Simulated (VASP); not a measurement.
Crystal: Be.

```xyz
2
Lattice="2.2900 0.0000 0.0000 -1.1450 1.9832 0.0000 0.0000 0.0000 3.5884" Properties=species:S:1:pos:R:3 pbc="T T T"
Be    0.0000    1.3221    2.6913
Be    1.1450    0.6611    0.8971
```

* Program: VASP 6.6.1
* Task: relaxation of cell and atoms
* Functional: PBEsol
* Potentials or basis: VASP PAW PBE potentials, release 64 (Be)
* Cutoff: 600 eV
* k mesh: 20 × 20 × 12
* Occupations: gaussian, width 0.05 eV
* Spin: no spin polarisation

At the start: pressure -4.1 GPa; volume 8.15 Å³/atom.

**Question.** How do energy, volume and symmetry change on relaxing?

**Answer.** Over 5 steps the energy falls by 3.7 meV/atom and the volume is 7.86 Å³/atom (-3.5 %); space group P6_3/mmc (No. 194, to 0.1 Å) before and after.

The path:
| step | energy change (eV) | largest force (eV/Å) | pressure (GPa) | volume (Å³) |
| --- | --- | --- | --- | --- |
| 1 | 0.0000 | 0.0000 | -4.11 | 16.30 |
| 2 | -0.0073 | 0.0000 | -0.58 | 15.81 |
| 3 | -0.0074 | 0.0000 | -0.02 | 15.74 |
| 4 | -0.0074 | 0.0000 | 0.07 | 15.72 |
| 5 | -0.0075 | 0.0000 | 0.07 | 15.72 |

Final structure:
```
Be
1.0
     2.26203    0.00000    0.00000
    -1.13102    1.95898    0.00000
     0.00000    0.00000    3.54797
Be
2
Direct
  0.33333 0.66667 0.75000
  0.66667 0.33333 0.25000
```

Caveat: the PAW data sets were made with another functional, which shifts forces and pressure a little.
